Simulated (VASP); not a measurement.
# BN (P6_3mc) in VASP: settings compared

Aim: see how the results for BN move with the level of theory and the settings. Levels: PBE, r2SCAN. Tasks: single point.

Program: VASP 6.6.1. These are calculated values, not measurements. Logs are shortened: lines on timing, memory, paths and dates and some standing lists are left out, and cuts for length are marked.

### 1 The cell of the first run

The structure is hexagonal, space group P6_3mc (No. 186). Conventional cell: a = 2.544 Å, b = 2.544 Å, c = 4.208 Å, α = 90.00°, β = 90.00°, γ = 120.00°. B (site symmetry 3m) has 4 N at 1.56 to 1.58 Å within 2.1 Å. N (site symmetry 3m) has 4 B at 1.56 to 1.58 Å within 2.1 Å.

### 2 Single point, PBE

File INCAR:

```
ALGO = Normal
EDIFF = 1E-6
ENCUT = 520
GGA = PE
ISIF = 2
ISMEAR = -1
LASPH = T
LCHARG = T
LELF = T
LREAL = F
LVHAR = T
LWAVE = F
NBANDS = 16
NELM = 80
PREC = Accurate
SIGMA = 0.02
```

File KPOINTS:

```
k-points
0
Gamma
  12 12 6
```

File POSCAR:

```
BN
1.0
    2.5439499996      0.0000000000      0.0000000000
   -1.2719749998      2.2031253256      0.0000000000
    0.0000000000      0.0000000000      4.2078153415
B N
2 2
Direct
    0.3333333333      0.6666666667      0.0002034650
    0.6666666667      0.3333333333      0.5002034650
    0.3333333333      0.6666666667      0.3747965350
    0.6666666667      0.3333333333      0.8747965350
```

Potentials or basis: VASP PAW PBE potentials, release 64 (B, N).

Started as:

```bash
> cat potpaw_PBE.64/B/POTCAR potpaw_PBE.64/N/POTCAR > POTCAR
> mpirun -np 1 vasp_std > vasp.out
```

OUTCAR:

```text
EDIFF = 1E-6
   ENCUT = 520
   GGA = PE
   ISIF = 2
   ISMEAR = -1
   LASPH = T
   LREAL = F
   NELM = 80
   PREC = Accurate

 ion  position               nearest neighbor table
   1  0.333  0.667  0.000-   4 1.56   4 1.56   4 1.56   3 1.58
   2  0.667  0.333  0.500-   3 1.56   3 1.56   3 1.56   4 1.58
   3  0.333  0.667  0.375-   2 1.56   2 1.56   2 1.56   1 1.58
   4  0.667  0.333  0.875-   1 1.56   1 1.56   1 1.56   2 1.58

  LATTYP: Found a hexagonal cell.
 ALAT       =     2.5439499996
 C/A-ratio  =     1.6540479735

  Lattice vectors:

 A1 = (   2.5439499996,   0.0000000000,   0.0000000000)
 A2 = (  -1.2719749998,   2.2031253256,   0.0000000000)
 A3 = (   0.0000000000,   0.0000000000,   4.2078153415)

Analysis of symmetry for initial positions (statically):
=====================================================================
 Subroutine PRICEL returns:
 Original cell was already a primitive cell.

 Routine SETGRP: Setting up the symmetry group for a
 hexagonal supercell.

 Subroutine GETGRP returns: Found 12 space group operations
 (whereof  6 operations were pure point group operations)
 out of a pool of 24 trial point group operations.

The static configuration has the point symmetry C_3v.
 The point group associated with its full space group is C_6v.

Analysis of symmetry for dynamics (positions and initial velocities):
=====================================================================
 Subroutine PRICEL returns:
 Original cell was already a primitive cell.

 Routine SETGRP: Setting up the symmetry group for a
 hexagonal supercell.

 Subroutine GETGRP returns: Found 12 space group operations
 (whereof  6 operations were pure point group operations)
 out of a pool of 24 trial point group operations.

The dynamic configuration has the point symmetry C_3v.
 The point group associated with its full space group is C_6v.

 Subroutine INISYM returns: Found 12 space group operations
 (whereof  6 operations are pure point group operations),
 and found     1 'primitive' translations

----------------------------------------------------------------------------------------

                                     Primitive cell

  volume of cell :      23.5833

  direct lattice vectors                    reciprocal lattice vectors
     2.543950000  0.000000000  0.000000000     0.393089487  0.226950321  0.000000000
    -1.271975000  2.203125326  0.000000000     0.000000000  0.453900642  0.000000000
     0.000000000  0.000000000  4.207815341     0.000000000  0.000000000  0.237653014

  length of vectors
     2.543950000  2.543950000  4.207815341     0.453900642  0.453900642  0.237653014

  position of ions in fractional coordinates (direct lattice)
     0.333333333  0.666666667  0.000203465
     0.666666667  0.333333333  0.500203465
     0.333333333  0.666666667  0.374796535
     0.666666667  0.333333333  0.874796535

  ion indices of the primitive-cell ions
   primitive index   ion index
                 1           1
                 2           2
                 3           3
                 4           4

----------------------------------------------------------------------------------------

 KPOINTS: k-points

Automatic generation of k-mesh.
 Grid dimensions read from file:
 generate k-points for:   12   12    6

 Generating k-lattice:

  Cartesian coordinates                     Fractional coordinates (reciprocal lattice)
     0.032757457  0.018912527  0.000000000     0.083333333 -0.000000000  0.000000000
     0.000000000  0.037825054  0.000000000     0.000000000  0.083333333  0.000000000
     0.000000000  0.000000000  0.039608836     0.000000000  0.000000000  0.166666667

  Length of vectors
     0.037825054  0.037825054  0.039608836

  Shift w.r.t. Gamma in fractional coordinates (k-lattice)
     0.000000000  0.000000000  0.000000000

 Subroutine IBZKPT returns following result:
 ===========================================

 Found     76 irreducible k-points:

 Following reciprocal coordinates:
            Coordinates               Weight
  0.000000  0.000000  0.000000      1.000000
  0.083333  0.000000  0.000000      6.000000
  0.166667  0.000000  0.000000      6.000000
  0.250000  0.000000  0.000000      6.000000
  0.333333 -0.000000  0.000000      6.000000
  0.416667  0.000000  0.000000      6.000000
[... 16 lines left out ...]
  0.250000  0.000000  0.166667     12.000000
  0.333333 -0.000000  0.166667     12.000000
 [... further k-points ...]
   k-points           NKPTS =     76   k-points in BZ     NKDIM =     76   number of bands    NBANDS=     16
   number of dos      NEDOS =    301   number of ions     NIONS =      4
   total plane-waves  NPLWV =  12800
   dimension x,y,z NGX =    20 NGY =   20 NGZ =   32
   dimension x,y,z NGXF=    40 NGYF=   40 NGZF=   64
   ions per type =               2   2
   NGX,Y,Z   is equivalent  to a cutoff of  13.07, 13.07, 12.64 a.u.
   NGXF,Y,Z  is equivalent  to a cutoff of  26.14, 26.14, 25.29 a.u.
 SYSTEM =  unknown system
   PREC   = accura    normal or accurate (medium, high low for compatibility)
   ISTART =      0    job   : 0-new  1-cont  2-samecut
   ICHARG =      2    charge: 1-file 2-atom 10-const
   ISPIN  =      1    spin polarized calculation?
   LNONCOLLINEAR =      F non collinear calculations
   LSORBIT =      F    spin-orbit coupling
   LASPH  =      T    aspherical Exc in radial PAW
   ENCUT  =  520.0 eV  38.22 Ry    6.18 a.u.   4.73  4.73  7.82*2*pi/ulx,y,z
   NELM   =     80;   NELMIN=  2; NELMDL= -5     # of ELM steps
   EDIFF  = 0.1E-05   stopping-criterion for ELM
   LREAL  =      F    real-space projection
   EDIFFG = 0.1E-04   stopping-criterion for IOM
   NSW    =      0    number of steps for IOM
   IBRION =     -1    ionic relax: 0-MD 1-quasi-New 2-CG
   NFREE  =      0    steps in history (QN), initial steepest desc. (CG)
   ISIF   =      2    stress and relaxation
   ISYM   =      2    0-nonsym 1-usesym 2-fastsym
   POTIM  = 0.5000    time-step for ionic-motion
   TEBEG  =    0.0;   TEEND  =   0.0 temperature during run
   PSTRESS=    0.0 pullay stress
   NELECT =      16.0000    total number of electrons
   NUPDOWN=      -1.0000    fix difference up-down
   EMIN   =  10.00;   EMAX   =-10.00  energy-range for DOS
   EFERMI =   0.00;   METHOD = LEGACY
   ISMEAR =    -1;   SIGMA  =   0.02  broadening in eV -4-tet -1-fermi 0-gaus
   EFERMI_NEDOS =   21; number of points for ismear=-14 and -15
   IALGO  =     38    algorithm
   IMIX   =      4    mixing-type and parameters
     AMIX     =   0.40;   BMIX     =  1.00
     AMIX_MAG =   1.60;   BMIX_MAG =  1.00
  volume/ion in A,a.u.               =       5.90        39.79
  Fermi-wavevector in a.u.,A,eV,Ry     =   1.438512  2.718393 28.154745  2.069315
  Thomas-Fermi vector in A             =   2.557470
   LORBIT       =      0    0 simple, 1 ext, 2 COOP (PROOUT), +10 PAW based schemes
   GGA     = PE    functional components
   LHFCALC =     F    Hartree Fock is set to
   AEXX    =    0.0000 exact exchange contribution
   IVDW    =     0    specifies the selected vdW correction
   LEPSILON=     F    determine dielectric tensor
   LRPA    =     F    only Hartree local field effects (RPA)
 non-spin polarized calculation
  energy-cutoff  :      520.00
  volume of cell :       23.58
 maximum number of plane-waves:       652
 NGX is ok and might be reduce to    20
   NGX =  9   NGY =  9   NGZ = 15

 number of electron      16.0000000 magnetization

 Free energy of the ion-electron system (eV)
  ---------------------------------------------------
  ext. energy  EPLUGINS =         0.00000000
  ---------------------------------------------------
  free energy    TOTEN  =       -34.82759284 eV

  energy without entropy =      -34.82759284  energy(sigma->0) =      -34.82759284

 E-fermi :   7.9806     XC(G=0): -12.8219

 val. band max:        7.5827672142   @ k =   0.0000   0.0000   0.0000
 cond. band min:      12.7723188679   @ k =   0.3333   0.3333   0.0000
 fundamental gap:      5.1895516537
 Fermi energy:         7.9805885518

 k-point     1 :       0.0000    0.0000    0.0000
  band No.  band energies     occupation
      1     -12.8454      2.00000
      2      -8.6822      2.00000
      3      -3.3541      2.00000
      4       5.4547      2.00000
      5       5.4547      2.00000
      6       7.3144      2.00000
[... 8 lines left out ...]
     15      19.5005      0.00000
     16      23.8289      0.00000

 k-point     2 :       0.0833    0.0000    0.0000
  band No.  band energies     occupation
      1     -12.6940      2.00000
      2      -8.5660      2.00000
      3      -3.2041      2.00000
      4       4.7614      2.00000
      5       5.1711      2.00000
      6       7.0069      2.00000
[... 8 lines left out ...]
     15      19.9424      0.00000
     16      23.5977      0.00000

 k-point     3 :       0.1667    0.0000    0.0000
  band No.  band energies     occupation
      1     -12.2445      2.00000
      2      -8.2335      2.00000
      3      -2.7597      2.00000
      4       3.0946      2.00000
      5       4.5059      2.00000
      6       5.5914      2.00000
[... 8 lines left out ...]
     15      21.0924      0.00000
     16      22.9310      0.00000

 k-point     4 :       0.2500    0.0000    0.0000
  band No.  band energies     occupation
      1     -11.5141      2.00000
      2      -7.7474      2.00000
      3      -2.0420      2.00000
      4       1.1206      2.00000
      5       3.7615      2.00000
      6       3.8210      2.00000
[... 8 lines left out ...]
     15      22.5801      0.00000
     16      23.0317      0.00000
[... 324 lines left out ...]
 k-point    22 :       0.1667    0.0000    0.1667
  band No.  band energies     occupation
      1     -12.0811      2.00000
      2      -8.7640      2.00000
      3      -1.9644      2.00000
      4       3.2396      2.00000
      5       4.6377      2.00000
      6       5.1509      2.00000
[... 8 lines left out ...]
     15      20.7767      0.00000
     16      22.9155      0.00000

 k-point    23 :       0.2500    0.0000    0.1667
  band No.  band energies     occupation
      1     -11.3557      2.00000
      2      -8.2187      2.00000
      3      -1.3934      2.00000
      4       1.3395      2.00000
      5       3.3860      2.00000
      6       3.9006      2.00000
[... 8 lines left out ...]
     15      22.2436      0.00000
     16      23.1100      0.00000

 k-point    24 :       0.3333   -0.0000    0.1667
  band No.  band energies     occupation
      1     -10.3961      2.00000
      2      -7.6331      2.00000
      3      -1.2476      2.00000
      4       0.2028      2.00000
      5       1.6021      2.00000
      6       3.2788      2.00000
[... 8 lines left out ...]
     15      23.6346      0.00000
     16      23.9118      0.00000

 [... further k-points ...]
[... 5 lines left out ...]
  --------------------------------------------------------------------------------------
  -------------------------------------------------------------------------------------
  Total        0.7348533      0.7348533      0.7105039      0.0000000      0.0000000      0.0000000
  in kB       49.9237014     49.9237014     48.2694813      0.0000000      0.0000000      0.0000000
  external PRESSURE =      49.3722947 kB  Pullay stress =       0.0000000 kB

 VOLUME and BASIS-vectors are now :
 -----------------------------------------------------------------------------
  energy-cutoff  :      520.00
  volume of cell :       23.58
      direct lattice vectors                 reciprocal lattice vectors
     2.543950000  0.000000000  0.000000000     0.393089487  0.226950321  0.000000000
    -1.271975000  2.203125326  0.000000000     0.000000000  0.453900642  0.000000000
     0.000000000  0.000000000  4.207815341     0.000000000  0.000000000  0.237653014

 POSITION                                       TOTAL-FORCE (eV/Angst)
 -----------------------------------------------------------------------------------
     -0.00000      1.46875      0.00086        -0.000000      0.000000      0.008930
      1.27197      0.73438      2.10476         0.000000      0.000000      0.008930
     -0.00000      1.46875      1.57707         0.000000     -0.000000     -0.008930
      1.27197      0.73438      3.68098        -0.000000     -0.000000     -0.008930
 -----------------------------------------------------------------------------------
    total drift:                               -0.000000     -0.000000     -0.000416

  FREE ENERGIE OF THE ION-ELECTRON SYSTEM (eV)
  ---------------------------------------------------
  free  energy   TOTEN  =       -34.8275928436 eV

  energy  without entropy=      -34.8275928436  energy(sigma->0) =      -34.82759284
```

Wall time 41 s (1 thread of AMD EPYC 7R13, shared host); peak memory 0.12 GiB.

Results:

* Free energy: -34.8276 eV
* Pressure: 4.9 GPa
* Largest force: 0.009 eV/Å
* Band gap on the k mesh: 5.19 eV, indirect (least direct gap 8.30 eV)

Forces on the atoms (eV/Å):
```
B    0.000  0.000  0.009
B    0.000  0.000  0.009
N    0.000  0.000 -0.009
N    0.000  0.000 -0.009
```

Stress tensor (GPa, compression positive):
```
4.99 0.00 0.00
0.00 4.99 0.00
0.00 0.00 4.83
```

Levels at points of the mesh, in eV from the valence-band top:
| k point | band 4 | band 5 | band 6 | band 7 | band 8 | band 9 | band 10 | band 11 | band 12 | band 13 |
| --- | --- | --- | --- | --- | --- | --- | --- | --- | --- | --- |
| (0.00, 0.00, 0.00) | -2.13 | -2.13 | -0.27 | 0.00 | 0.00 | 8.38 | 8.38 | 8.62 | 9.56 | 10.81 |
| (0.50, 0.00, 0.00) | -7.81 | -6.92 | -4.99 | -4.42 | -2.12 | 6.72 | 7.98 | 10.62 | 11.51 | 12.94 |
| (0.00, 0.00, 0.50) | -5.72 | -1.18 | -1.18 | -1.18 | -1.18 | 9.52 | 9.52 | 9.94 | 9.94 | 9.94 |
| (0.50, 0.00, 0.50) | -10.03 | -3.78 | -3.78 | -3.58 | -3.58 | 6.60 | 6.60 | 10.06 | 10.06 | 14.31 |

A k mesh can miss the band edges. Expect the measured gap to be larger: semilocal functionals such as PBE lack the derivative discontinuity.

(Continued in part 2 of 3.)
